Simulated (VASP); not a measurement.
Crystal: C.

```
C
1.0
    -1.77690    1.77690    0.00000
     0.00000    0.00000    3.55381
     1.77690    1.77690    0.00000
C
4
Direct
  0.50000 0.37500 0.25000
  0.00000 0.87500 0.75000
  0.00000 0.12500 0.25000
  0.50000 0.62500 0.75000
```

Base run:

```yaml
Program: VASP 6.6.1
Functional: PBEsol
Potentials_or_basis: VASP PAW PBE potentials, release 64 (C)
Cutoff: 520 eV
k_mesh: 12 × 9 × 12
Occupations: fermi-dirac, width 0.02 eV
Spin: no spin polarisation
```

Its results: band gap on the k mesh 4.04 eV; pressure 1.1 GPa.

Q: The run is repeated on the same cell with these changes: potentials or basis from VASP PAW PBE potentials, release 64 (C) to VASP PAW PBE potentials, release 64 (C_h); cutoff from 520 eV to 910 eV. What comes out?

A: Band gap on the k mesh 4.05 eV; pressure 0.0 GPa.

Caveats: the PAW data sets were made with another functional, which shifts forces and pressure a little; the cutoff is under 1.25 times the usual one of these potentials, so pressure, stress and relaxed cells hold a basis-set (Pulay) error (some runs).

A k mesh can miss the band edges.
